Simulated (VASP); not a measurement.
Input of a VASP 6.6.1 run:

Contents of INCAR:

```
PREC     = Accurate       # precision mode
ENCUT    = 500            # plane-wave cutoff, eV
EDIFF    = 1E-7           # SCF threshold, eV
ISMEAR   = 0              # smearing method
SIGMA    = 0.2            # smearing width, eV
LREAL    = F              # projectors in reciprocal space
LASPH    = T              # aspherical terms in the spheres
NELM     = 120            # most SCF steps
ALGO     = Normal         # electronic algorithm
ISIF     = 3              # what is computed and relaxed
LWAVE    = F              # write WAVECAR
LCHARG   = F              # write CHGCAR
GGA      = PE             # functional
IBRION   = 2              # ionic algorithm
NSW      = 36             # ionic steps
EDIFFG   = -0.08          # ionic threshold
GGA_COMPAT= F            
NELMIN   = 4
```

File KPOINTS:

```
regular mesh
0
Gamma
  4 4 3
```

POSCAR

```
Ta4H3
1.0
    4.2432495100      0.0000000000      0.0000000000
   -2.1216247500      3.6747618700      0.0000000000
    0.0000000000      0.0000000000      5.5807890500
Ta H
4 3
Direct
    0.5000000000      0.0000000000      0.0000000000
    0.0000000000      0.5000000000      0.0000000000
    0.5000000000      0.5000000000      0.0000000000
    0.0000000000      0.0000000000      0.5000000000
    0.0000000000      0.0000000000      0.2060925400
    0.0000000000      0.0000000000      0.7939074600
    0.0000000000      0.0000000000      0.0000000000
```

Potentials or basis: VASP PAW PBE potentials, release 64 (Ta_pv, H).

The run is started by

```bash
$ cat potpaw_PBE.64/Ta_pv/POTCAR potpaw_PBE.64/H/POTCAR > POTCAR
$ mpirun -np 1 vasp_std > vasp.out
```

What does it give for the band gap on the k mesh?

Zero (an odd number of electrons rules out a gap without spin polarisation).

What does it give for the relaxed volume?

16.69 Å³/atom.

Estimate the space group after relaxing (to 0.1 Å).

P6/mmm (No. 191).

What does it give for the relaxed cell?

a = 5.239 Å, b = 5.239 Å, c = 4.916 Å, α = 90.00°, β = 90.00°, γ = 120.00°.

Final structure:
```
Ta H
1.0
     5.23894    0.00000    0.00000
    -2.61947    4.53705    0.00000
     0.00000    0.00000    4.91593
Ta H
4 3
Cartesian
  2.6195 0.0000 4.9159
  -1.3097 2.2685 4.9159
  1.3097 2.2685 4.9159
  0.0000 0.0000 2.4580
  0.0000 0.0000 0.8323
  0.0000 0.0000 4.0836
  0.0000 0.0000 4.9159
```

Caveat: the k points lie up to 0.43 Å⁻¹ apart in the final cell, too coarse for converged energies and pressures of a metal; the volume moved by over 15 % at a fixed basis, so the end points are rough; spin-orbit coupling is left out, which moves the levels of the heavy elements; an odd number of electrons without spin polarisation forces a metal; a magnetic or distorted state may lie lower.
